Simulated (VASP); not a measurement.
# PtSe2 (P-3m1) in VASP: further runs

PtSe2 is run at these levels: PBEsol; tasks: single point.

Program: VASP 6.6.1. These are calculated values, not measurements. Logs are shortened: lines on timing, memory, paths and dates and some standing lists are left out, and cuts for length are marked.

### 1 The cell of the first run

Symmetry: P-3m1, No. 164, trigonal system. The conventional cell has a = 3.575 Å, b = 3.575 Å, c = 4.860 Å, α = 90.00°, β = 90.00°, γ = 120.00°. Pt (site symmetry -3m) has 6 Se at 2.40 Å within 3.2 Å. Se (site symmetry 3m) has 3 Pt at 2.40 Å and 6 Se at 3.19 Å within 3.2 Å.

### 2 Single point, PBEsol (strain -0.040 along x and y, -0.040 along z)

File INCAR:

```
SYSTEM = PtSe2
PREC = Accurate
ENCUT = 520
EDIFF = 1E-6
ISMEAR = 0
SIGMA = 0.15
LREAL = .FALSE.
LASPH = .TRUE.
NELM = 100
ALGO = Normal
ISIF = 2
LWAVE = .FALSE.
LCHARG = .FALSE.
GGA = PS
NBANDS = 18
```

File KPOINTS:

```
regular mesh
0
G
  12 12 10
  0 0 0
```

File POSCAR:

```
PtSe2
1.0
    3.5750405804      0.0000000000      0.0000000000
   -1.7875202902      3.0960759622      0.0000000000
    0.0000000000      0.0000000000      4.8595200000
Pt Se
1 2
Direct
    0.0000000000      0.0000000000      0.0000000000
    0.3333333333      0.6666666667      0.2500000000
    0.6666666667      0.3333333333      0.7500000000
```

Potentials or basis: VASP PAW PBE potentials, release 64 (Pt, Se).

Command:

```console
$ cat potpaw_PBE.64/Pt/POTCAR potpaw_PBE.64/Se/POTCAR > POTCAR
$ mpirun -np 1 vasp_std > vasp.out
```

OUTCAR:

```text
SYSTEM = PtSe2
   PREC = Accurate
   ENCUT = 520
   EDIFF = 1E-6
   ISMEAR = 0
   LREAL = .FALSE.
   LASPH = .TRUE.
   NELM = 100
   ISIF = 2
   GGA = PS

 ion  position               nearest neighbor table
   1  0.000  0.000  0.000-   2 2.40   3 2.40   3 2.40   2 2.40   3 2.40   2 2.40
   2  0.333  0.667  0.250-   1 2.40   1 2.40   1 2.40
   3  0.667  0.333  0.750-   1 2.40   1 2.40   1 2.40

  LATTYP: Found a hexagonal cell.
 ALAT       =     3.5750405804
 C/A-ratio  =     1.3592908642

  Lattice vectors:

 A1 = (   3.5750405804,   0.0000000000,   0.0000000000)
 A2 = (  -1.7875202902,   3.0960759622,   0.0000000000)
 A3 = (   0.0000000000,   0.0000000000,   4.8595200000)

Analysis of symmetry for initial positions (statically):
=====================================================================
 Subroutine PRICEL returns:
 Original cell was already a primitive cell.

 Routine SETGRP: Setting up the symmetry group for a
 hexagonal supercell.

 Subroutine GETGRP returns: Found 12 space group operations
 (whereof 12 operations were pure point group operations)
 out of a pool of 24 trial point group operations.

The static configuration has the point symmetry D_3d.

Analysis of symmetry for dynamics (positions and initial velocities):
=====================================================================
 Subroutine PRICEL returns:
 Original cell was already a primitive cell.

 Routine SETGRP: Setting up the symmetry group for a
 hexagonal supercell.

 Subroutine GETGRP returns: Found 12 space group operations
 (whereof 12 operations were pure point group operations)
 out of a pool of 24 trial point group operations.

The dynamic configuration has the point symmetry D_3d.

 Subroutine INISYM returns: Found 12 space group operations
 (whereof 12 operations are pure point group operations),
 and found     1 'primitive' translations

----------------------------------------------------------------------------------------

                                     Primitive cell

  volume of cell :      53.7881

  direct lattice vectors                    reciprocal lattice vectors
     3.575040580  0.000000000  0.000000000     0.279717105  0.161494746  0.000000000
    -1.787520290  3.096075962  0.000000000     0.000000000  0.322989491  0.000000000
     0.000000000  0.000000000  4.859520000     0.000000000  0.000000000  0.205781641

  length of vectors
     3.575040580  3.575040580  4.859520000     0.322989491  0.322989491  0.205781641

  position of ions in fractional coordinates (direct lattice)
[... 78 lines left out ...]
   LASPH  =      T    aspherical Exc in radial PAW
   ENCUT  =  520.0 eV  38.22 Ry    6.18 a.u.   6.65  6.65  9.04*2*pi/ulx,y,z
   NELM   =    100;   NELMIN=  2; NELMDL= -5     # of ELM steps
   EDIFF  = 0.1E-05   stopping-criterion for ELM
   LREAL  =      F    real-space projection
   EDIFFG = 0.1E-04   stopping-criterion for IOM
   NSW    =      0    number of steps for IOM
   IBRION =     -1    ionic relax: 0-MD 1-quasi-New 2-CG
   NFREE  =      0    steps in history (QN), initial steepest desc. (CG)
   ISIF   =      2    stress and relaxation
   ISYM   =      2    0-nonsym 1-usesym 2-fastsym
   POTIM  = 0.5000    time-step for ionic-motion
   TEBEG  =    0.0;   TEEND  =   0.0 temperature during run
   PSTRESS=    0.0 pullay stress
   NELECT =      22.0000    total number of electrons
   NUPDOWN=      -1.0000    fix difference up-down
   EMIN   =  10.00;   EMAX   =-10.00  energy-range for DOS
   EFERMI =   0.00;   METHOD = LEGACY
   ISMEAR =     0;   SIGMA  =   0.15  broadening in eV -4-tet -1-fermi 0-gaus
   EFERMI_NEDOS =   21; number of points for ismear=-14 and -15
   IALGO  =     38    algorithm
   IMIX   =      4    mixing-type and parameters
     AMIX     =   0.40;   BMIX     =  1.00
     AMIX_MAG =   1.60;   BMIX_MAG =  1.00
  volume/ion in A,a.u.               =      17.93       120.99
  Fermi-wavevector in a.u.,A,eV,Ry     =   1.215217  2.296427 20.092427  1.476752
  Thomas-Fermi vector in A             =   2.350611
   LORBIT       =      0    0 simple, 1 ext, 2 COOP (PROOUT), +10 PAW based schemes
   GGA     = PS    functional components
   LHFCALC =     F    Hartree Fock is set to
   AEXX    =    0.0000 exact exchange contribution
   IVDW    =     0    specifies the selected vdW correction
   LEPSILON=     F    determine dielectric tensor
   LRPA    =     F    only Hartree local field effects (RPA)
 non-spin polarized calculation
 Gauss-broadening in eV      SIGMA  =   0.15
  energy-cutoff  :      520.00
  volume of cell :       53.79
 maximum number of plane-waves:      1471
 NGX is ok and might be reduce to    28
   NGX = 13   NGY = 13   NGZ = 19

 number of electron      21.9999998 magnetization

 Free energy of the ion-electron system (eV)
  ---------------------------------------------------
  ext. energy  EPLUGINS =         0.00000000
  ---------------------------------------------------
  free energy    TOTEN  =       -15.34900882 eV

  energy without entropy =      -15.34172634  energy(sigma->0) =      -15.34536758

 E-fermi :   8.2403     XC(G=0): -11.4057

 val. band max:        8.2275070967   @ k =   0.0833  -0.0000   0.1000
 cond. band min:       8.2607053241   @ k =  -0.2500  -0.4167   0.1000
 fundamental gap:      0.0331982274
 Fermi energy:         8.2402683415

 k-point     1 :       0.0000    0.0000    0.0000
  band No.  band energies     occupation
      1      -8.7740      2.00000
      2      -5.1243      2.00000
      3      -0.2092      2.00000
      4       0.5694      2.00000
      5       0.5694      2.00000
      6       3.3678      2.00000
[... 481 lines left out ...]
      5       1.0453      2.00000
      6       2.7707      2.00000
[... 10 lines left out ...]
     17      16.8872      0.00000
     18      16.8872      0.00000

 [... further k-points ...]
[... 5 lines left out ...]
  --------------------------------------------------------------------------------------
  -------------------------------------------------------------------------------------
  Total        9.4994912      9.4994912      6.1285192      0.0000000     -0.0000000      0.0000000
  in kB      282.9599489    282.9599489    182.5493028      0.0000000     -0.0000000      0.0000000
  external PRESSURE =     249.4897336 kB  Pullay stress =       0.0000000 kB

 VOLUME and BASIS-vectors are now :
 -----------------------------------------------------------------------------
  energy-cutoff  :      520.00
  volume of cell :       53.79
      direct lattice vectors                 reciprocal lattice vectors
     3.575040580  0.000000000  0.000000000     0.279717105  0.161494746  0.000000000
    -1.787520290  3.096075962  0.000000000     0.000000000  0.322989491  0.000000000
     0.000000000  0.000000000  4.859520000     0.000000000  0.000000000  0.205781641

 POSITION                                       TOTAL-FORCE (eV/Angst)
 -----------------------------------------------------------------------------------
      0.00000      0.00000      0.00000        -0.000000      0.000000      0.000000
     -0.00000      2.06405      1.21488        -0.000000      0.000000      2.234748
      1.78752      1.03203      3.64464         0.000000      0.000000     -2.234748
 -----------------------------------------------------------------------------------
    total drift:                               -0.000000     -0.000000     -0.000000

  FREE ENERGIE OF THE ION-ELECTRON SYSTEM (eV)
  ---------------------------------------------------
  free  energy   TOTEN  =       -15.3490088249 eV

  energy  without entropy=      -15.3417263410  energy(sigma->0) =      -15.34536758
```

OSZICAR:

```text
N       E                     dE             d eps       ncg     rms          rms(c)
DAV:   1     0.111422548539E+03    0.11142E+03   -0.10325E+04  5936   0.109E+03
DAV:   2    -0.112908877932E+02   -0.12271E+03   -0.11863E+03  7104   0.219E+02
DAV:   3    -0.162090524393E+02   -0.49182E+01   -0.48776E+01  7234   0.434E+01
DAV:   4    -0.162429302739E+02   -0.33878E-01   -0.33864E-01  7142   0.387E+00
DAV:   5    -0.162432497857E+02   -0.31951E-03   -0.31950E-03  7016   0.374E-01    0.177E+01
DAV:   6    -0.155205552331E+02    0.72269E+00   -0.37139E+00  6066   0.182E+01    0.983E+00
DAV:   7    -0.153867863144E+02    0.13377E+00   -0.70204E-01  5984   0.838E+00    0.494E+00
DAV:   8    -0.153503255672E+02    0.36461E-01   -0.45846E-02  6444   0.203E+00    0.771E-01
DAV:   9    -0.153489552097E+02    0.13704E-02   -0.67972E-03  6432   0.703E-01    0.155E-01
DAV:  10    -0.153490114876E+02   -0.56278E-04   -0.59477E-04  6960   0.199E-01    0.598E-02
DAV:  11    -0.153490089665E+02    0.25210E-05   -0.38418E-05  6682   0.627E-02    0.229E-02
DAV:  12    -0.153490088249E+02    0.14162E-06   -0.56760E-06  6440   0.202E-02
   1 F= -.15349009E+02 E0= -.15345368E+02  d E =-.728248E-02
```

It took 45 s on 1 thread of Intel Xeon 6975P-C (Granite Rapids), shared host; peak memory 0.29 GiB.

Results:

```
Free energy            : -15.3490 eV
Pressure               : 24.9 GPa
Largest force          : 2.235 eV/Å
Band gap on the k mesh : zero (band 11 reaches 8.61 eV, above the bottom of band 12 at 8.21 eV)
```

Forces in eV/Å, atoms in the order of the input:
```
Pt   0.000  0.000  0.000
Se   0.000  0.000  2.235
Se   0.000  0.000 -2.235
```

Stress tensor (GPa, compression positive):
```
28.30  0.00  0.00
 0.00 28.30  0.00
 0.00  0.00 18.25
```

Caveat: the cell differs from its parent crystal (strain -0.040 along x and y, -0.040 along z); the PAW data sets were made with another functional, which shifts forces and pressure a little; spin-orbit coupling is left out, which moves the levels of the heavy elements.

### 3 Single point, PBEsol (strain +0.000 along x and y, -0.080 along z)

File INCAR:

```
SYSTEM = PtSe2
PREC     = Accurate       ! precision mode
ENCUT    = 520            ! plane-wave cutoff, eV
EDIFF    = 1E-6           ! SCF threshold, eV
ISMEAR   = 0              ! smearing method
SIGMA    = 0.15           ! smearing width, eV
LREAL    = .FALSE.        ! projectors in reciprocal space
LASPH    = .TRUE.         ! aspherical terms in the spheres
NELM     = 100            ! most SCF steps
ALGO     = Normal         ! electronic algorithm
ISIF     = 2              ! what is computed and relaxed
LWAVE    = .FALSE.        ! write WAVECAR
LCHARG   = .FALSE.        ! write CHGCAR
GGA      = PS             ! functional
NBANDS   = 18             ! bands
```

File KPOINTS:

```
Automatic mesh
0
G
  12 12 10
  0 0 0
```

File POSCAR:

```
PtSe2
1.0
    3.7240006046      0.0000000000      0.0000000000
   -1.8620003023      3.2250791273      0.0000000000
    0.0000000000      0.0000000000      4.6570400000
Pt Se
1 2
Direct
    0.0000000000      0.0000000000      0.0000000000
    0.3333333333      0.6666666667      0.2500000000
    0.6666666667      0.3333333333      0.7500000000
```

Potentials or basis: VASP PAW PBE potentials, release 64 (Pt, Se).

Command:

```console
$ cat potpaw_PBE.64/Pt/POTCAR potpaw_PBE.64/Se/POTCAR > POTCAR
$ mpirun -np 1 vasp_std > vasp.out
```

Run time: 48 s. Hardware: 1 thread of Intel Xeon 6975P-C (Granite Rapids), shared host; peak memory 0.29 GiB.

Results (log left out):

* Free energy: -15.7058 eV
* Pressure: 12.3 GPa
* Largest force: 1.525 eV/Å
* Band gap on the k mesh: zero (band 11 reaches 8.17 eV, above the bottom of band 12 at 7.49 eV)

Forces on the atoms (eV/Å):
```
Pt   0.000  0.000  0.000
Se   0.000  0.000  1.525
Se   0.000  0.000 -1.525
```

Stress tensor (GPa, compression positive):
```
12.86  0.00  0.00
 0.00 12.86  0.00
 0.00  0.00 11.32
```

Levels at points of the mesh, in eV from the Fermi level:
| k point | band 8 | band 9 | band 10 | band 11 | band 12 | band 13 | band 14 | band 15 |
| --- | --- | --- | --- | --- | --- | --- | --- | --- |
| (0.00, 0.00, 0.00) | -2.55 | -1.32 | -1.32 | 0.61 | 1.34 | 1.34 | 2.95 | 4.44 |
| (0.50, 0.00, 0.00) | -3.98 | -3.93 | -3.92 | -3.09 | 0.61 | 2.77 | 4.77 | 6.08 |
| (0.00, 0.00, 0.50) | -3.14 | -1.92 | -1.92 | -1.61 | 2.56 | 2.56 | 4.85 | 6.16 |
| (0.50, 0.00, 0.50) | -3.88 | -3.43 | -3.39 | -1.20 | 0.89 | 1.49 | 4.68 | 5.26 |

Caveat: the cell differs from its parent crystal (strain +0.000 along x and y, -0.080 along z); the PAW data sets were made with another functional, which shifts forces and pressure a little; spin-orbit coupling is left out, which moves the levels of the heavy elements.

### 4 Single point, PBEsol (strain -0.040 along x and y, +0.000 along z)

File INCAR:

```
SYSTEM = PtSe2
ALGO = Normal ; EDIFF = 1E-7
ENCUT = 520 ; GGA = PS
ISIF = 2 ; ISMEAR = 0
LASPH = .TRUE. ; LCHARG = .FALSE.
LREAL = .FALSE. ; LWAVE = .FALSE.
NBANDS = 18 ; NELM = 100
PREC = Accurate ; SIGMA = 0.15
```

File KPOINTS:

```
k-points
0
G
  12 12 10
  0 0 0
```

File POSCAR:

```
PtSe2
1.0
    3.5750405804      0.0000000000      0.0000000000
   -1.7875202902      3.0960759622      0.0000000000
    0.0000000000      0.0000000000      5.0620000000
Pt Se
1 2
Direct
    0.0000000000      0.0000000000      0.0000000000
    0.3333333333      0.6666666667      0.2500000000
    0.6666666667      0.3333333333      0.7500000000
```

Potentials or basis: VASP PAW PBE potentials, release 64 (Pt, Se).

Command:

```console
$ cat potpaw_PBE.64/Pt/POTCAR potpaw_PBE.64/Se/POTCAR > POTCAR
$ mpirun -np 1 vasp_std > vasp.out
```

OUTCAR:

```text
SYSTEM = PtSe2
   EDIFF = 1E-7
   ENCUT = 520
   GGA = PS
   ISIF = 2
   ISMEAR = 0
   LASPH = .TRUE.
   LREAL = .FALSE.
   NELM = 100
   PREC = Accurate

 ion  position               nearest neighbor table
   1  0.000  0.000  0.000-   2 2.42   3 2.42   3 2.42   2 2.42   3 2.42   2 2.42
   2  0.333  0.667  0.250-   1 2.42   1 2.42   1 2.42
   3  0.667  0.333  0.750-   1 2.42   1 2.42   1 2.42

  LATTYP: Found a hexagonal cell.
 ALAT       =     3.5750405804
 C/A-ratio  =     1.4159279835

  Lattice vectors:

 A1 = (   3.5750405804,   0.0000000000,   0.0000000000)
 A2 = (  -1.7875202902,   3.0960759622,   0.0000000000)
 A3 = (   0.0000000000,   0.0000000000,   5.0620000000)

Analysis of symmetry for initial positions (statically):
=====================================================================
 Subroutine PRICEL returns:
 Original cell was already a primitive cell.

 Routine SETGRP: Setting up the symmetry group for a
 hexagonal supercell.

 Subroutine GETGRP returns: Found 12 space group operations
[... 159 lines left out ...]

 Free energy of the ion-electron system (eV)
  ---------------------------------------------------
  ext. energy  EPLUGINS =         0.00000000
  ---------------------------------------------------
  free energy    TOTEN  =       -15.55906384 eV

  energy without entropy =      -15.55254183  energy(sigma->0) =      -15.55580284

 E-fermi :   7.5907     XC(G=0): -11.1896

 val. band max:        7.5741835059   @ k =   0.3333   0.3333   0.0000
 cond. band min:       7.6161559211   @ k =  -0.2500  -0.4167   0.1000
 fundamental gap:      0.0419724151
 Fermi energy:         7.5906549155

 k-point     1 :       0.0000    0.0000    0.0000
  band No.  band energies     occupation
      1      -8.9549      2.00000
      2      -5.7670      2.00000
      3      -0.5223      2.00000
      4       0.3992      2.00000
      5       0.3992      2.00000
      6       2.9923      2.00000
[... 481 lines left out ...]
      5       0.7330      2.00000
      6       2.4024      2.00000
[... 10 lines left out ...]
     17      16.2183      0.00000
     18      16.3786      0.00000

 [... further k-points ...]
[... 5 lines left out ...]
  --------------------------------------------------------------------------------------
  -------------------------------------------------------------------------------------
  Total        7.2525768      7.2525768      4.1381701      0.0000000      0.0000000      0.0000000
  in kB      207.3901816    207.3901816    118.3325417      0.0000000      0.0000000      0.0000000
  external PRESSURE =     177.7043016 kB  Pullay stress =       0.0000000 kB

 VOLUME and BASIS-vectors are now :
 -----------------------------------------------------------------------------
  energy-cutoff  :      520.00
  volume of cell :       56.03
      direct lattice vectors                 reciprocal lattice vectors
     3.575040580  0.000000000  0.000000000     0.279717105  0.161494746  0.000000000
    -1.787520290  3.096075962  0.000000000     0.000000000  0.322989491  0.000000000
     0.000000000  0.000000000  5.062000000     0.000000000  0.000000000  0.197550375

 POSITION                                       TOTAL-FORCE (eV/Angst)
 -----------------------------------------------------------------------------------
      0.00000      0.00000      0.00000        -0.000000      0.000000      0.000000
     -0.00000      2.06405      1.26550         0.000000      0.000000      1.480310
      1.78752      1.03203      3.79650        -0.000000      0.000000     -1.480310
 -----------------------------------------------------------------------------------
    total drift:                               -0.000000     -0.000000     -0.000000

  FREE ENERGIE OF THE ION-ELECTRON SYSTEM (eV)
  ---------------------------------------------------
  free  energy   TOTEN  =       -15.5590638400 eV

  energy  without entropy=      -15.5525418308  energy(sigma->0) =      -15.55580284
```

OSZICAR:

```text
N       E                     dE             d eps       ncg     rms          rms(c)
DAV:   1     0.112114278008E+03    0.11211E+03   -0.10280E+04  5904   0.109E+03
DAV:   2    -0.113174742574E+02   -0.12343E+03   -0.11936E+03  7046   0.217E+02
DAV:   3    -0.164130011935E+02   -0.50955E+01   -0.50511E+01  7106   0.438E+01
DAV:   4    -0.164494634059E+02   -0.36462E-01   -0.36447E-01  7238   0.402E+00
DAV:   5    -0.164498144790E+02   -0.35107E-03   -0.35107E-03  6862   0.389E-01    0.165E+01
DAV:   6    -0.157394510165E+02    0.71036E+00   -0.37186E+00  6028   0.184E+01    0.916E+00
DAV:   7    -0.155952277363E+02    0.14422E+00   -0.71956E-01  5978   0.857E+00    0.464E+00
DAV:   8    -0.155605310224E+02    0.34697E-01   -0.46578E-02  6556   0.199E+00    0.790E-01
DAV:   9    -0.155590063611E+02    0.15247E-02   -0.67069E-03  6420   0.712E-01    0.159E-01
DAV:  10    -0.155590704895E+02   -0.64128E-04   -0.75828E-04  7000   0.219E-01    0.571E-02
DAV:  11    -0.155590628390E+02    0.76505E-05   -0.56865E-05  6896   0.747E-02    0.273E-02
DAV:  12    -0.155590635847E+02   -0.74573E-06   -0.66544E-06  6414   0.201E-02    0.333E-03
DAV:  13    -0.155590637941E+02   -0.20935E-06   -0.95828E-07  7076   0.702E-03    0.194E-03
DAV:  14    -0.155590638400E+02   -0.45967E-07   -0.58234E-08  4642   0.169E-03
   1 F= -.15559064E+02 E0= -.15555803E+02  d E =-.652201E-02
```

It took 56 s on 1 thread of Intel Xeon 6975P-C (Granite Rapids), shared host; peak memory 0.3 GiB.

What came out:

```yaml
Free_energy: -15.5591 eV
Pressure: 17.8 GPa
Largest_force: 1.480 eV/Å
Band_gap_on_the_k_mesh: zero (band 11 reaches 7.88 eV, above the bottom of band 12 at 7.57 eV)
```

Forces on the atoms (eV/Å):
```
Pt   0.000  0.000  0.000
Se   0.000  0.000  1.480
Se   0.000  0.000 -1.480
```

Stress tensor (GPa, compression positive):
```
20.74  0.00  0.00
 0.00 20.74  0.00
 0.00  0.00 11.83
```

Caveat: the cell differs from its parent crystal (strain -0.040 along x and y, +0.000 along z); the PAW data sets were made with another functional, which shifts forces and pressure a little; spin-orbit coupling is left out, which moves the levels of the heavy elements.

### 5 Overview

```csv
cell,gap on the mesh (eV),pressure (GPa),largest force (eV/Å)
"a = 3.575, b = 3.575, c = 4.860 Å, angles 90.0, 90.0, 120.0°, 3 atoms",none,24.9,2.23
"a = 3.724, b = 3.724, c = 4.657 Å, angles 90.0, 90.0, 120.0°, 3 atoms",none,12.3,1.53
"a = 3.575, b = 3.575, c = 5.062 Å, angles 90.0, 90.0, 120.0°, 3 atoms",none,17.8,1.48
```

Alike in all rows: task single point; level PBEsol; potentials or basis VASP PAW PBE potentials, release 64 (Pt, Se); no spin polarisation; k mesh 12 × 12 × 10; cutoff (eV) 520; smearing gaussian 0.15 eV.

Caveats: the PAW data sets were made with another functional, which shifts forces and pressure a little; spin-orbit coupling is left out, which moves the levels of the heavy elements.

Absolute energies hang on the potentials; compare differences alone.
